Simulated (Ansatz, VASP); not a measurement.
# Fe in VASP and in Ansatz

File INCAR:

```
PREC     = Accurate       # precision mode
ENCUT    = 520            # plane-wave cutoff, eV
EDIFF    = 1E-6           # SCF threshold, eV
ISMEAR   = 0              # smearing method
SIGMA    = 0.012          # smearing width, eV
LREAL    = F              # projectors in reciprocal space
LASPH    = T              # aspherical terms in the spheres
NELM     = 150            # most SCF steps
ALGO     = Normal         # electronic algorithm
ISIF     = 2              # what is computed and relaxed
LWAVE    = F              # write WAVECAR
LCHARG   = F              # write CHGCAR
ISPIN    = 2              # spin polarisation
MAGMOM   = 3              # initial moments
LORBIT   = 11             # projections on sites
LMAXMIX  = 4              # l up to which the mixer works
GGA      = PE             # functional
NBANDS   = 14             # bands
```

File KPOINTS:

```
Automatic mesh
0
Gamma
  13 13 13
```

Contents of POSCAR:

```
Fe
1.0
   -1.4430000000      1.4430000000      1.4430000000
    1.4430000000     -1.4430000000      1.4430000000
    1.4430000000      1.4430000000     -1.4430000000
Fe
1
Direct
    0.0000000000      0.0000000000      0.0000000000
```

input.yaml

```yaml
crystal:
  lattice:
    - [-1.443, 1.443, 1.443]
    - [1.443, -1.443, 1.443]
    - [1.443, 1.443, -1.443]
  atoms:
    - { symbol: Fe, position: [0.0, 0.0, 0.0], spin: 3.0 }
kpoints:
  mp_grid: { grid: [13, 13, 13] }
scf:
  occupations: { method: gaussian, width: 0.012 }
hamiltonian:
  xc: pbe
  pseudopotentials: { kind: all_electron, lapw: { basis_error: 0.001 } }
magnetization:
  spin_polarized: true
output:
  forces: true
  stress: true
  eigenvalues: true
```

Alike in both runs: task single point; functional PBE; k mesh 13 × 13 × 13; occupations gaussian, width 0.012 eV; collinear spin.

```csv
,VASP,Ansatz
version,VASP 6.6.1,Ansatz 0.2.0
potentials or method,"VASP PAW PBE potentials, release 64 (Fe), cutoff 520 eV","all-electron LAPW, scalar-relativistic"
```

|  | VASP | Ansatz | Ansatz less VASP |
| --- | --- | --- | --- |
| gap on the k mesh at the Fermi level (eV) | none | none | - |
| pressure (GPa) | -9.2 | -9.8 | -0.62 |
| net moment per atom (μB) | 2.28 | 2.24 | -0.042 |
| size of the moment on the site where the two differ most (μB) | 2.29 | 2.30 | +0.011 |

Site moments also hang on the region over which each program counts them. A gap of «none» marks a metal or a gap that the smearing closes. Ansatz ran all-electron here, and VASP with PAW potentials.
